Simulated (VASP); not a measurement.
## Ba: single point with PBE

Crystal: Ba.

```xyz
2
Lattice="3.5918 -2.5169 0.0000 3.5918 2.5169 0.0000 0.0000 0.0000 7.1900" Properties=species:S:1:pos:R:3 pbc="T T T"
Ba    3.5918    1.2422    5.3925
Ba    3.5918   -1.2422    1.7975
```

```json
{
  "Program": "VASP 6.6.1",
  "Task": "single point",
  "Functional": "PBE",
  "Potentials or basis": "VASP PAW PBE potentials, release 64 (Ba_sv)",
  "Cutoff": "520 eV",
  "k mesh": "6 × 6 × 3",
  "Occupations": "fermi-dirac, width 0.1 eV",
  "Spin": "no spin polarisation",
  "Dipole correction": "no",
  "Further INCAR settings": "ALGO = Normal; EDIFF = 1e-06; NBANDS = 17"
}
```

```
Pressure               : -0.1 GPa
Largest force          : 0.021 eV/Å
Band gap on the k mesh : zero (bands 10 and 11 overlap by 0.77 eV)
```

Forces in eV/Å, atoms in the order of the input:
```
Ba   0.000  0.021  0.000
Ba   0.000 -0.021  0.000
```

Stress tensor (GPa, compression positive):
```
-0.16  0.00  0.00
 0.00 -0.08  0.00
 0.00  0.00 -0.19
```

Levels at points of the mesh, in eV from the Fermi level:
```csv
k point,band 6,band 7,band 8,band 9,band 10,band 11,band 12,band 13,band 14,band 15
"(0.00, 0.00, 0.00)",-13.93,-13.93,-13.93,-2.76,-0.90,0.71,1.11,1.73,1.79,1.79
"(0.50, 0.00, 0.00)",-14.10,-13.97,-13.97,-0.49,-0.46,0.42,0.47,0.82,0.82,2.94
"(0.50, 0.50, 0.00)",-14.21,-14.06,-13.93,-0.90,-0.54,-0.52,0.71,1.12,3.03,3.62
```

Run time: 32 s on 1 thread of Intel(R) Xeon(R) Platinum 8488C (Sapphire Rapids), on a shared host, peak memory 0.25 GiB.

Caveat: spin-orbit coupling is left out, which moves the levels of the heavy elements.
